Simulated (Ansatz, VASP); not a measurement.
**One calculation of AgI, two programs**

The input INCAR:

```
PREC = Accurate
ENCUT = 500
EDIFF = 1E-6
ISMEAR = 0
SIGMA = 0.01
LREAL = False
LASPH = True
NELM = 120
ALGO = Normal
ISIF = 2
LWAVE = False
LCHARG = False
GGA = PE
NBANDS = 16
GGA_COMPAT = False
```

KPOINTS

```
regular mesh
0
Gamma
  6 6 6
```

POSCAR

```
AgI
1.0
    0.0000000000      3.2886328091      3.2886328091
    3.2886328091      0.0000000000      3.2886328091
    3.2886328091      3.2886328091      0.0000000000
Ag I
1 1
Direct
    0.0000000000      0.0000000000      0.0000000000
    0.2500000000      0.2500000000      0.2500000000
```

Input for Ansatz:

```yaml
crystal:
  lattice:
    - [0.0, 3.2886328091, 3.2886328091]
    - [3.2886328091, 0.0, 3.2886328091]
    - [3.2886328091, 3.2886328091, 0.0]
  atoms:
    - { symbol: Ag, position: [0.0, 0.0, 0.0] }
    - { symbol: I, position: [0.25, 0.25, 0.25] }
kpoints:
  mp_grid: { grid: [6, 6, 6] }
hamiltonian:
  xc: pbe
scf:
  occupations: { method: fixed }
output:
  optics: { e_range: [0, 13], de: 0.05, sigma: 0.1, bands: auto }
```

Alike in both runs: task single point; functional PBE; k mesh 6 × 6 × 6; no spin polarisation.

|  | VASP | Ansatz |
| --- | --- | --- |
| version | VASP 6.6.1 | Ansatz 0.2.0 |
| potentials or method | VASP PAW PBE potentials, release 64 (Ag, I) | plane waves, PAW |
| plane-wave cutoff (eV) | 500 | 420 |
| occupations | gaussian, width 0.01 eV | fixed |
| valence electrons in the cell | 18 | 36 |

```tsv
	VASP	Ansatz	Ansatz less VASP
gap on the k mesh at the Fermi level (eV)	1.34	1.34	-0.003
```

VASP's potentials hold 18 valence electrons a cell and Ansatz's 36, so a difference there can come from the potentials and not from the codes.

Neither program's run includes spin-orbit coupling.
